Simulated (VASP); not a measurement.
# GaAs (F-43m) in VASP: single point with PBE

Aim: the single point of GaAs with PBE.

Program: VASP 6.6.1. These are calculated values, not measurements. Logs are shortened: lines on timing, memory, paths and dates and some standing lists are left out, and cuts for length are marked.

## Step 1: The cell of the first run

It takes space group F-43m (No. 216, cubic). The conventional cell has a = 5.666 Å, b = 5.666 Å, c = 5.666 Å, α = 90.00°, β = 90.00°, γ = 90.00°. Within 3.2 Å of Ga (site symmetry -43m) lie 4 As at 2.45 Å. As (site symmetry -43m) has 4 Ga at 2.45 Å within 3.2 Å.

## Step 2: Single point, PBE, non-collinear spin, zero start, spin-orbit coupling

Contents of INCAR:

```
SYSTEM = GaAs
ALGO     = Normal         ! electronic algorithm
EDIFF    = 1E-6           ! SCF threshold, eV
ENCUT    = 510            ! plane-wave cutoff, eV
GGA      = PE             ! functional
GGA_COMPAT= .FALSE.      
ISIF     = 2              ! what is computed and relaxed
ISMEAR   = -1             ! smearing method
LASPH    = .TRUE.         ! aspherical terms in the spheres
LCHARG   = .FALSE.        ! write CHGCAR
LNONCOLLINEAR= .TRUE.         ! non-collinear magnetism
LORBIT   = 11             ! projections on sites
LORBMOM  = .TRUE.       
LREAL    = .FALSE.        ! projectors in reciprocal space
LSORBIT  = .TRUE.         ! spin-orbit coupling
LWAVE    = .FALSE.        ! write WAVECAR
MAGMOM   = 0 0 0 0 0 0    ! initial moments
NBANDS   = 40             ! bands
NELM     = 200            ! most SCF steps
PREC     = Accurate       ! precision mode
SIGMA    = 0.02           ! smearing width, eV
```

Contents of KPOINTS:

```
k-points
0
G
  8 8 8
  0 0 0
```

Contents of POSCAR:

```
GaAs
1.0
    0.0000000000      2.8330850794      2.8330850794
    2.8330850794      0.0000000000      2.8330850794
    2.8330850794      2.8330850794      0.0000000000
Ga As
1 1
Direct
    0.0000000000      0.0000000000      0.0000000000
    0.2500000000      0.2500000000      0.2500000000
```

Potentials or basis: VASP PAW PBE potentials, release 64 (Ga_d, As_d).

The run is started by

```console
$ cat potpaw_PBE.64/Ga_d/POTCAR potpaw_PBE.64/As_d/POTCAR > POTCAR
$ mpirun -np 1 vasp_ncl > vasp.out
```

OUTCAR:

```text
SYSTEM = GaAs
   EDIFF = 1E-6
   ENCUT = 510
   GGA = PE
   ISIF = 2
   ISMEAR = -1
   LASPH = .TRUE.
   LNONCOLLINEAR = .TRUE.
   LORBIT = 11
   LREAL = .FALSE.
   LSORBIT = .TRUE.
   NELM = 200
   PREC = Accurate

 ion  position               nearest neighbor table
   1  0.000  0.000  0.000-   2 2.45   2 2.45   2 2.45   2 2.45
   2  0.250  0.250  0.250-   1 2.45   1 2.45   1 2.45   1 2.45

  LATTYP: Found a face centered cubic cell.
 ALAT       =     5.6661701588

  Lattice vectors:

 A1 = (   0.0000000000,   2.8330850794,   2.8330850794)
 A2 = (   2.8330850794,   0.0000000000,   2.8330850794)
 A3 = (   2.8330850794,   2.8330850794,   0.0000000000)

Analysis of symmetry for initial positions (statically):
=====================================================================
 Subroutine PRICEL returns:
 Original cell was already a primitive cell.

 Routine SETGRP: Setting up the symmetry group for a
 face centered cubic supercell.

 Subroutine GETGRP returns: Found 24 space group operations
 (whereof 24 operations were pure point group operations)
 out of a pool of 48 trial point group operations.

The static configuration has the point symmetry T_d .

Analysis of symmetry for dynamics (positions and initial velocities):
=====================================================================
 Subroutine PRICEL returns:
 Original cell was already a primitive cell.

 Routine SETGRP: Setting up the symmetry group for a
 face centered cubic supercell.

 Subroutine GETGRP returns: Found 24 space group operations
 (whereof 24 operations were pure point group operations)
 out of a pool of 48 trial point group operations.

The dynamic configuration has the point symmetry T_d .

Analysis of structural, dynamic, and magnetic symmetry:
=====================================================================
 Subroutine PRICEL returns:
 Original cell was already a primitive cell.

 Routine SETGRP: Setting up the symmetry group for a
 face centered cubic supercell.

 Subroutine GETGRP returns: Found 24 space group operations
 (whereof 24 operations were pure point group operations)
 out of a pool of 48 trial point group operations.

The overall configuration has the point symmetry T_d .

 Subroutine INISYM returns: Found 24 space group operations
 (whereof 24 operations are pure point group operations),
 and found     1 'primitive' translations

----------------------------------------------------------------------------------------

                                     Primitive cell

  volume of cell :      45.4788

  direct lattice vectors                    reciprocal lattice vectors
     0.000000000  2.833085079  2.833085079    -0.176486052  0.176486052  0.176486052
     2.833085079  0.000000000  2.833085079     0.176486052 -0.176486052  0.176486052
     2.833085079  2.833085079  0.000000000     0.176486052  0.176486052 -0.176486052

  length of vectors
     4.006587343  4.006587343  4.006587343     0.305682808  0.305682808  0.305682808

  position of ions in fractional coordinates (direct lattice)
     0.000000000  0.000000000  0.000000000
     0.250000000  0.250000000  0.250000000

  ion indices of the primitive-cell ions
   primitive index   ion index
                 1           1
                 2           2

----------------------------------------------------------------------------------------

 KPOINTS: k-points

Automatic generation of k-mesh.
 Grid dimensions read from file:
 generate k-points for:    8    8    8

 Generating k-lattice:

  Cartesian coordinates                     Fractional coordinates (reciprocal lattice)
    -0.022060756  0.022060756  0.022060756     0.125000000  0.000000000  0.000000000
     0.022060756 -0.022060756  0.022060756     0.000000000  0.125000000  0.000000000
     0.022060756  0.022060756 -0.022060756     0.000000000  0.000000000  0.125000000

  Length of vectors
     0.038210351  0.038210351  0.038210351

  Shift w.r.t. Gamma in fractional coordinates (k-lattice)
     0.000000000  0.000000000  0.000000000

 Subroutine IBZKPT returns following result:
 ===========================================

 Found     43 irreducible k-points:
[... 88 lines left out ...]

 number of electron      28.0000006 magnetization      -0.0000000     -0.0000000     -0.0000000

 Free energy of the ion-electron system (eV)
  ---------------------------------------------------
  ext. energy  EPLUGINS =         0.00000000
  ---------------------------------------------------
  free energy    TOTEN  =        -8.28705073 eV

  energy without entropy =       -8.28705045  energy(sigma->0) =       -8.28705059

 E-fermi :   3.3712     XC(G=0):  -9.8845

 val. band max:        3.1847641413   @ k =   0.0000   0.0000   0.0000
 cond. band min:       3.5437638488   @ k =   0.0000   0.0000   0.0000
 fundamental gap:      0.3589997075
 Fermi energy:         3.3711971155

 k-point     1 :       0.0000    0.0000    0.0000
  band No.  band energies     occupation
      1     -32.4749      1.00000
      2     -32.4749      1.00000
      3     -32.4749      1.00000
      4     -32.4749      1.00000
      5     -31.7525      1.00000
      6     -31.7525      1.00000
[... 1021 lines left out ...]
     39      15.1363      0.00000
     40      15.1384      0.00000

 [... further k-points ...]
[... 5 lines left out ...]
  --------------------------------------------------------------------------------------
  -------------------------------------------------------------------------------------
  Total        0.7799299      0.7799299      0.7799299      0.0000000      0.0000000     -0.0000000
  in kB       27.4762419     27.4762419     27.4762419      0.0000000      0.0000000     -0.0000000
  external PRESSURE =      27.4762419 kB  Pullay stress =       0.0000000 kB

 VOLUME and BASIS-vectors are now :
 -----------------------------------------------------------------------------
  energy-cutoff  :      510.00
  volume of cell :       45.48
      direct lattice vectors                 reciprocal lattice vectors
     0.000000000  2.833085079  2.833085079    -0.176486052  0.176486052  0.176486052
     2.833085079  0.000000000  2.833085079     0.176486052 -0.176486052  0.176486052
     2.833085079  2.833085079  0.000000000     0.176486052  0.176486052 -0.176486052

 POSITION                                       TOTAL-FORCE (eV/Angst)
 -----------------------------------------------------------------------------------
      0.00000      0.00000      0.00000         0.000000      0.000000      0.000000
      1.41654      1.41654      1.41654        -0.000000     -0.000000     -0.000000
 -----------------------------------------------------------------------------------
    total drift:                               -0.000001     -0.000001     -0.000001

  FREE ENERGIE OF THE ION-ELECTRON SYSTEM (eV)
  ---------------------------------------------------
  free  energy   TOTEN  =        -8.2870507324 eV

  energy  without entropy=       -8.2870504535  energy(sigma->0) =       -8.28705059

 orbital moment (x)

 # of ion     p       d       tot
 ----------------------------------------
  1        -0.000  -0.000  -0.000
  2        -0.000   0.000  -0.000
 ----------------------------------------
           -0.000  -0.000  -0.000

 orbital moment (y)

 # of ion     p       d       tot
 ----------------------------------------
  1         0.000   0.000   0.000
  2         0.000  -0.000   0.000
 ----------------------------------------
            0.000   0.000   0.000

 orbital moment (z)

 # of ion     p       d       tot
 ----------------------------------------
  1         0.000  -0.000   0.000
  2         0.000   0.000   0.000
 ----------------------------------------
            0.000   0.000   0.000

 Spin-Orbit-Coupling matrix elements

 Ion:    1  E_soc:     -0.0119138
 l=   1
     0.0000000    -0.0011532    -0.0011532
    -0.0011532     0.0000000    -0.0011532
    -0.0011532    -0.0011532     0.0000000
 l=   2
     0.0000000    -0.0001659     0.0000000    -0.0001659    -0.0006666
    -0.0001659     0.0000000    -0.0005000    -0.0001659    -0.0001667
     0.0000000    -0.0005000     0.0000000    -0.0005000     0.0000000
    -0.0001659    -0.0001659    -0.0005000     0.0000000    -0.0001667
    -0.0006666    -0.0001667     0.0000000    -0.0001667     0.0000000
 l=   3
     0.0000000     0.0000000     0.0000000     0.0000000     0.0000000     0.0000000     0.0000000
     0.0000000     0.0000000     0.0000000     0.0000000     0.0000000     0.0000000     0.0000000
     0.0000000     0.0000000     0.0000000     0.0000000     0.0000000     0.0000000     0.0000000
     0.0000000     0.0000000     0.0000000     0.0000000     0.0000000     0.0000000     0.0000000
     0.0000000     0.0000000     0.0000000     0.0000000     0.0000000     0.0000000     0.0000000
     0.0000000     0.0000000     0.0000000     0.0000000     0.0000000     0.0000000     0.0000000
     0.0000000     0.0000000     0.0000000     0.0000000     0.0000000     0.0000000     0.0000000

 Ion:    2  E_soc:     -0.0281034
 l=   1
     0.0000000    -0.0036748    -0.0036748
    -0.0036748     0.0000000    -0.0036748
    -0.0036748    -0.0036748     0.0000000
 l=   2
     0.0000000    -0.0002038     0.0000000    -0.0002038    -0.0008053
    -0.0002038     0.0000000    -0.0006040    -0.0002038    -0.0002013
     0.0000000    -0.0006040     0.0000000    -0.0006040     0.0000000
    -0.0002038    -0.0002038    -0.0006040     0.0000000    -0.0002013
    -0.0008053    -0.0002013     0.0000000    -0.0002013     0.0000000
 l=   3
     0.0000000     0.0000000     0.0000000     0.0000000     0.0000000     0.0000000     0.0000000
     0.0000000     0.0000000     0.0000000     0.0000000     0.0000000     0.0000000     0.0000000
     0.0000000     0.0000000     0.0000000     0.0000000     0.0000000     0.0000000     0.0000000
     0.0000000     0.0000000     0.0000000     0.0000000     0.0000000     0.0000000     0.0000000
     0.0000000     0.0000000     0.0000000     0.0000000     0.0000000     0.0000000     0.0000000
     0.0000000     0.0000000     0.0000000     0.0000000     0.0000000     0.0000000     0.0000000
     0.0000000     0.0000000     0.0000000     0.0000000     0.0000000     0.0000000     0.0000000

 total charge

# of ion       s       p       d       tot
------------------------------------------
    1        0.881   0.795   9.994  11.669
    2        1.448   2.188  10.044  13.680
--------------------------------------------------
tot          2.328   2.983  20.038  25.349

 magnetization (x)

# of ion       s       p       d       tot
------------------------------------------
    1       -0.000   0.000  -0.000  -0.000
    2       -0.000   0.000   0.000  -0.000
--------------------------------------------------
tot         -0.000   0.000   0.000  -0.000

 magnetization (y)

# of ion       s       p       d       tot
------------------------------------------
    1        0.000  -0.000   0.000  -0.000
    2       -0.000   0.000  -0.000  -0.000
--------------------------------------------------
tot          0.000  -0.000  -0.000  -0.000

 magnetization (z)

# of ion       s       p       d       tot
------------------------------------------
    1        0.000   0.000   0.000   0.000
    2        0.000   0.000  -0.000   0.000
--------------------------------------------------
tot          0.000   0.000   0.000   0.000
```

It took 2.7 min on 1 thread of Intel Xeon Platinum 8259CL at 2.50GHz (Skylake/Cascade Lake), shared host; peak memory 0.34 GiB.

What came out:

| Property | Result |
| --- | --- |
| Free energy | -8.2871 eV |
| Pressure | 2.7 GPa |
| Net moment | 0.00 μB per cell |
| Valence electrons inside the program's atomic spheres | Ga 11.67; As 13.68 |

Moments on the atoms (μB; x, y, z):
```
Ga  0.00 0.00 0.00
As  0.00 0.00 0.00
```
